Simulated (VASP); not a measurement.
H2CO, 32 atoms in the cell. The cell holds an amorphous packing of atoms, 32 atoms: a = 7.601 Å, b = 7.601 Å, c = 7.601 Å, α = 90.00°, β = 90.00°, γ = 90.00°. 

```yaml
Program: VASP 6.6.1
Task: single point
Functional: PBE
Dispersion: D3(BJ)
Potentials_or_basis: VASP PAW PBE potentials, release 64 (O, C, H)
Cutoff: 520 eV
k_mesh: 1 × 1 × 1
Occupations: fermi-dirac, width 0.02 eV
Spin: no spin polarisation
Dipole_correction: no
Further_INCAR_settings: LREAL = Auto; ALGO = Normal; EDIFF = 1e-06; NBANDS = 70
```

Potentials or basis: VASP PAW PBE potentials, release 64 (O, C, H).

Command:

```sh
$ cat potpaw_PBE.64/O/POTCAR potpaw_PBE.64/C/POTCAR potpaw_PBE.64/H/POTCAR > POTCAR
$ mpirun -np 1 vasp_gam > vasp.out
```

Hardware: 1 thread of Intel(R) Xeon(R) Platinum 8488C (Sapphire Rapids), on a shared host.

Estimate the wall time of this run.

Wall time 48 s on 1 thread of Intel(R) Xeon(R) Platinum 8488C (Sapphire Rapids) (shared host), peak memory 0.47 GiB. Counts: scf iterations 16, k points 1.
